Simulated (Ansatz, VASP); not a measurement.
## KZnF3 in VASP and in Ansatz

Contents of INCAR:

```
SYSTEM = KZnF3
PREC = Accurate ; ENCUT = 520
EDIFF = 1E-7 ; ISMEAR = 0
SIGMA = 0.02 ; LREAL = .False.
LASPH = .True. ; NELM = 80
ALGO = Normal ; ISIF = 2
LWAVE = .False. ; LCHARG = .False.
GGA = PS ; NBANDS = 29
```

File KPOINTS:

```
regular mesh
0
Gamma
  6 6 6
  0 0 0
```

The input POSCAR:

```
KZnF3
1.0
    4.0519406020      0.0000000000      0.0000000000
    0.0000000000      4.0519406020      0.0000000000
    0.0607791090      0.0000000000      4.0519406020
K Zn F
1 1 3
Direct
    0.0000000000      0.0000000000      0.0000000000
    0.5000000000      0.5000000000      0.5000000000
    0.0000000000      0.5000000000      0.5000000000
    0.5000000000      0.0000000000      0.5000000000
    0.5000000000      0.5000000000      0.0000000000
```

Input for Ansatz:

```yaml
crystal:
  lattice:
    - [4.051940602, 0.0, 0.0]
    - [0.0, 4.051940602, 0.0]
    - [0.060779109, 0.0, 4.051940602]
  atoms:
    - { symbol: K, position: [0.0, 0.0, 0.0] }
    - { symbol: Zn, position: [0.5, 0.5, 0.5] }
    - { symbol: F, position: [0.0, 0.5, 0.5] }
    - { symbol: F, position: [0.5, 0.0, 0.5] }
    - { symbol: F, position: [0.5, 0.5, 0.0] }
basis:
  ecutwfc: 420
kpoints:
  mp_grid: { grid: [6, 6, 6] }
  band_path: { path: [VBM, CBM], npoints: 2 }
hamiltonian:
  xc: pbesol
scf:
  occupations: { method: gaussian, width: 0.02 }
output:
  forces: true
  stress: true
  eigenvalues: true
checkpoint:
  read: start.run
  write: ck
  compress: false
  write_wavefunctions: false
  write_every: 100000
```

Alike in both runs: task single point; functional PBEsol; k mesh 6 × 6 × 6; occupations gaussian, width 0.02 eV; no spin polarisation.

```csv
,VASP,Ansatz
version,VASP 6.6.1,Ansatz 0.2.0
potentials or method,"VASP PAW PBE potentials, release 64 (K_sv, Zn, F), cutoff 520 eV","scalar-relativistic, plane waves, PAW"
valence electrons in the cell,42,42
```

```csv
,VASP,Ansatz,Ansatz less VASP
gap on the k mesh at the Fermi level (eV),3.63,3.71,+0.075
least direct gap on the mesh (eV),5.45,5.50,+0.042
pressure (GPa),0.4,0.0,-0.33
"traceless stress, the component that is largest in VASP (GPa)",-0.50,-0.50,-0.006
```

VASP's potentials were made for PBE, not for PBEsol.
